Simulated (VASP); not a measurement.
A run of VASP 6.6.1 is set up as follows.

INCAR

```
SYSTEM = Ru
ALGO = Normal ; EDIFF = 1E-6
ENCUT = 520 ; GGA = CA
ISIF = 2 ; ISMEAR = 0
LASPH = .True. ; LCHARG = .False.
LREAL = .False. ; LWAVE = .False.
NBANDS = 21 ; NELM = 60
PREC = Accurate ; SIGMA = 0.03
```

The input KPOINTS:

```
k-points
0
Gamma
  13 13 8
  0 0 0
```

The input POSCAR:

```
Ru
1.0
    2.6775346364      0.0000000000      0.0000000000
   -1.3387673182      2.3188130146      0.0000000000
    0.0000000000      0.0000000000      4.2181251212
Ru
2
Direct
    0.3333333333      0.6666666667      0.2500000000
    0.6666666667      0.3333333333      0.7500000000
```

Potentials or basis: VASP PAW LDA potentials, release 64 (Ru_pv).

Command:

```console
$ cat potpaw_LDA.64/Ru_pv/POTCAR > POTCAR
$ mpirun -np 1 vasp_std > vasp.out
```

**Question.** What does it give for the band gap on the k mesh?

**Answer.** Zero (bands 14 and 15 overlap by 3.28 eV).

**Question.** Predict the pressure.

**Answer.** 0.7 GPa.

Stress tensor (GPa, compression positive):
```
0.92 0.00 0.00
0.00 0.92 0.00
0.00 0.00 0.38
```
